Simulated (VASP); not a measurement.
Write the native input for VASP 6.6.1 that does the following.

```
Task                   : single point
Functional             : PBE
Potentials or basis    : VASP PAW PBE potentials, release 64 (Ga_d, O)
Cutoff                 : 520 eV
k mesh                 : 6 × 6 × 6
Occupations            : fermi-dirac, width 0.02 eV
Spin                   : no spin polarisation
Dipole correction      : no
Further INCAR settings : ALGO = Normal; EDIFF = 1e-06; NBANDS = 55
```

The structure of Ga2O3 lies in POSCAR:

```
Ga2O3
1.0
    2.4174919517      1.3957396291      4.5832648112
   -2.4174919517      1.3957396291      4.5832648112
    0.0000000000     -2.7914792582      4.5832648112
Ga O
4 6
Direct
    0.8531904981      0.8531904981      0.8531904981
    0.3531904981      0.3531904981      0.3531904981
    0.1468095019      0.1468095019      0.1468095019
    0.6468095019      0.6468095019      0.6468095019
    0.4450812361      0.0549187639      0.7500000000
    0.0549187639      0.7500000000      0.4450812361
    0.5549187639      0.9450812361      0.2500000000
    0.2500000000      0.5549187639      0.9450812361
    0.9450812361      0.2500000000      0.5549187639
    0.7500000000      0.4450812361      0.0549187639
```

This cell differs from its parent crystal: epitaxial xy strain -3.0%.

These files were run (other wordings do the same):

INCAR

```
PREC = Accurate ; ENCUT = 520
EDIFF = 1E-6 ; ISMEAR = -1
SIGMA = 0.02 ; LREAL = False
LASPH = True ; NELM = 80
ALGO = Normal ; ISIF = 2
LWAVE = False ; LCHARG = False
GGA = PE ; NBANDS = 55
```

KPOINTS

```
regular mesh
0
Gamma
  6 6 6
```

Potentials or basis: VASP PAW PBE potentials, release 64 (Ga_d, O).

Command:

```console
$ cat potpaw_PBE.64/Ga_d/POTCAR potpaw_PBE.64/O/POTCAR > POTCAR
$ mpirun -np 1 vasp_std > vasp.out
```

It gave:

The pressure is 21.6 GPa. The largest force is 0.060 eV/Å. The band gap on the k mesh is 3.22 eV (least direct gap 3.38 eV).

Caveat: the cell differs from its parent crystal (epitaxial xy strain -3.0%); the cell stands under pressure.

It took 4.5 min on 1 thread of Intel Xeon 8259CL, on a shared host, peak memory 0.3 GiB.
